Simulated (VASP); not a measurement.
# CdSe (Fm-3m) in VASP: notebook, part 2 of 2

VASP 6.6.1. The steps go on from the part before.

## Step 4: Single point, PBE

This run uses another cell than the first one, of 23.61 Å³/atom.

File INCAR:

```
ALGO = Normal
EDIFF = 1E-7
ENCUT = 520
GGA = PE
ISIF = 2
ISMEAR = 0
LASPH = T
LCHARG = T
LELF = T
LREAL = F
LVHAR = T
LWAVE = F
NBANDS = 16
NELM = 80
PREC = Accurate
SIGMA = 0.1
```

File KPOINTS:

```
k-points
0
Gamma
  12 12 12
```

File POSCAR:

```
CdSe
1.0
    0.0000000000      2.8685910063      2.8685910063
    2.8685910063      0.0000000000      2.8685910063
    2.8685910063      2.8685910063      0.0000000000
Cd Se
1 1
Direct
    0.0000000000      0.0000000000      0.0000000000
    0.5000000000      0.5000000000      0.5000000000
```

Potentials or basis: VASP PAW PBE potentials, release 64 (Cd, Se).

Started as:

```
cat potpaw_PBE.64/Cd/POTCAR potpaw_PBE.64/Se/POTCAR > POTCAR
mpirun -np 1 vasp_std > vasp.out
```

OUTCAR:

```text
EDIFF = 1E-7
   ENCUT = 520
   GGA = PE
   ISIF = 2
   ISMEAR = 0
   LASPH = T
   LREAL = F
   NELM = 80
   PREC = Accurate

 ion  position               nearest neighbor table
   1  0.000  0.000  0.000-   2 2.87   2 2.87   2 2.87   2 2.87   2 2.87   2 2.87
   2  0.500  0.500  0.500-   1 2.87   1 2.87   1 2.87   1 2.87   1 2.87   1 2.87

  LATTYP: Found a face centered cubic cell.
 ALAT       =     5.7371820126

  Lattice vectors:

 A1 = (   0.0000000000,   2.8685910063,   2.8685910063)
 A2 = (   2.8685910063,   0.0000000000,   2.8685910063)
 A3 = (   2.8685910063,   2.8685910063,   0.0000000000)

Analysis of symmetry for initial positions (statically):
=====================================================================
 Subroutine PRICEL returns:
 Original cell was already a primitive cell.

 Routine SETGRP: Setting up the symmetry group for a
 face centered cubic supercell.

 Subroutine GETGRP returns: Found 48 space group operations
 (whereof 48 operations were pure point group operations)
 out of a pool of 48 trial point group operations.

The static configuration has the point symmetry O_h .

Analysis of symmetry for dynamics (positions and initial velocities):
[... 159 lines left out ...]
 E-fermi :   2.3373     XC(G=0): -10.0271

 val. band max:        2.2959839764   @ k =  -0.2500   0.1667   0.0000
 cond. band min:       2.3518707839   @ k =   0.5000   0.4167   0.0000
 fundamental gap:      0.0558868075
 Fermi energy:         2.3373253752

 k-point     1 :       0.0000    0.0000    0.0000
  band No.  band energies     occupation
      1     -10.6101      2.00000
      2      -5.6118      2.00000
      3      -5.6118      2.00000
      4      -5.5954      2.00000
      5      -5.5954      2.00000
      6      -5.5954      2.00000
[... 433 lines left out ...]
      3      -5.7207      2.00000
      4      -5.6506      2.00000
      5      -5.4584      2.00000
      6      -5.4305      2.00000
[... 8 lines left out ...]
     15      14.2699      0.00000
     16      14.6352      0.00000

 [... further k-points ...]

------------------------ aborting loop because EDIFF is reached ----------------------------------------

  FORCE on cell =-STRESS in cart. coord.  units (eV):
  Direction    XX          YY          ZZ          XY          YZ          ZX
  --------------------------------------------------------------------------------------
  -------------------------------------------------------------------------------------
  Total        0.0971328      0.0971328      0.0971328     -0.0000000      0.0000000      0.0000000
  in kB        3.2964058      3.2964058      3.2964058     -0.0000000      0.0000000      0.0000000
  external PRESSURE =       3.2964058 kB  Pullay stress =       0.0000000 kB

 VOLUME and BASIS-vectors are now :
 -----------------------------------------------------------------------------
  energy-cutoff  :      520.00
  volume of cell :       47.21
      direct lattice vectors                 reciprocal lattice vectors
     0.000000000  2.868591006  2.868591006    -0.174301599  0.174301599  0.174301599
     2.868591006  0.000000000  2.868591006     0.174301599 -0.174301599  0.174301599
     2.868591006  2.868591006  0.000000000     0.174301599  0.174301599 -0.174301599

 POSITION                                       TOTAL-FORCE (eV/Angst)
 -----------------------------------------------------------------------------------
      0.00000      0.00000      0.00000        -0.000000     -0.000000     -0.000000
      2.86859      2.86859      2.86859         0.000000      0.000000      0.000000
 -----------------------------------------------------------------------------------
    total drift:                               -0.000000      0.000000      0.000000

  FREE ENERGIE OF THE ION-ELECTRON SYSTEM (eV)
  ---------------------------------------------------
  free  energy   TOTEN  =        -5.2043990697 eV

  energy  without entropy=       -5.2013011837  energy(sigma->0) =       -5.20285013
```

stdout:

```text
POSCAR found type information on POSCAR CdSe
 POSCAR found :  2 types and       2 ions
 scaLAPACK will be used
 LDA part: xc-table for (Slater+PW92), standard interpolation
 POSCAR, INCAR and KPOINTS ok, starting setup
 FFT: planning ... GRIDC
 FFT: planning ... GRID_SOFT
 FFT: planning ... GRID
 WAVECAR not read
 entering main loop
```

Wall time 87 s (1 thread of Intel Xeon 8259CL, shared host); peak memory 0.21 GiB.

Results:

```yaml
Free_energy: -5.2044 eV
Pressure: 0.3 GPa
Band_gap_on_the_k_mesh: zero (bands 9 and 10 overlap by 0.43 eV)
```

Levels at points of the mesh, in eV from the Fermi level:
```tsv
k point	band 6	band 7	band 8	band 9	band 10	band 11	band 12	band 13
(0.00, 0.00, 0.00)	-7.93	-0.64	-0.64	-0.64	0.08	8.63	8.63	8.63
(0.50, 0.00, 0.00)	-7.79	-4.98	-0.08	-0.08	3.00	5.24	5.24	5.93
(0.50, 0.50, 0.00)	-7.26	-4.13	-2.09	-2.09	-0.47	5.44	9.72	10.31
```

Caveat: semilocal functionals underestimate gaps, so a narrow gap can read as zero.

## Step 5: Single point, PBE

This run uses another cell than the first one, of 23.74 Å³/atom.

File INCAR:

```
SYSTEM = CdSe
  PREC = Accurate
  ENCUT = 520
  EDIFF = 1E-6
  ISMEAR = 0
  SIGMA = 0.1
  LREAL = .False.
  LASPH = .True.
  NELM = 100
  ALGO = Normal
  ISIF = 2
  LWAVE = .False.
  LCHARG = .False.
  GGA = PE
  NBANDS = 16
```

File KPOINTS:

```
regular mesh
0
Gamma
  12 12 12
  0 0 0
```

File POSCAR:

```
CdSe
1.0
    0.0000000000      2.8739580000      2.8739580000
    2.8739580000      0.0000000000      2.8739580000
    2.8739580000      2.8739580000      0.0000000000
Cd Se
1 1
Direct
    0.0000000000      0.0000000000      0.0000000000
    0.5000000000      0.5000000000      0.5000000000
```

Started as:

```
cat potpaw_PBE.64/Cd/POTCAR potpaw_PBE.64/Se/POTCAR > POTCAR
mpirun -np 1 vasp_std > vasp.out
```

It took 81 s on 1 thread of Intel Xeon 8259CL, shared host; peak memory 0.21 GiB.

It converged, with:

```yaml
Free_energy: -5.2047 eV
Pressure: 0.0 GPa
Band_gap_on_the_k_mesh: zero (bands 9 and 10 overlap by 0.43 eV)
```

Levels at points of the mesh, in eV from the Fermi level:
```csv
k point,band 7,band 8,band 9,band 10,band 11,band 12
"(0.00, 0.00, 0.00)",-0.63,-0.63,-0.63,0.06,8.62,8.62
"(0.50, 0.00, 0.00)",-4.95,-0.08,-0.08,3.00,5.25,5.25
"(0.50, 0.50, 0.00)",-4.10,-2.07,-2.07,-0.47,5.45,9.68
```

Caveat: semilocal functionals underestimate gaps, so a narrow gap can read as zero.

## Step 6: The runs side by side

| cell | gap on the mesh (eV) | pressure (GPa) |
| --- | --- | --- |
| a = 3.974 Å, angles 60.0°, 2 atoms | none | 4.8 |
| a = 4.016 Å, angles 60.0°, 2 atoms | none | 2.3 |
| a = 4.057 Å, angles 60.0°, 2 atoms | none | 0.3 |
| a = 4.064 Å, angles 60.0°, 2 atoms | none | 0.0 |

Alike in all rows: task single point; level PBE; potentials or basis VASP PAW PBE potentials, release 64 (Cd, Se); no spin polarisation; k mesh 12 × 12 × 12; cutoff (eV) 520; smearing gaussian 0.1 eV.

Caveats: semilocal functionals underestimate gaps, so a narrow gap can read as zero; the cell stands under pressure (at least some runs).

Absolute energies hang on the potentials; compare differences alone.
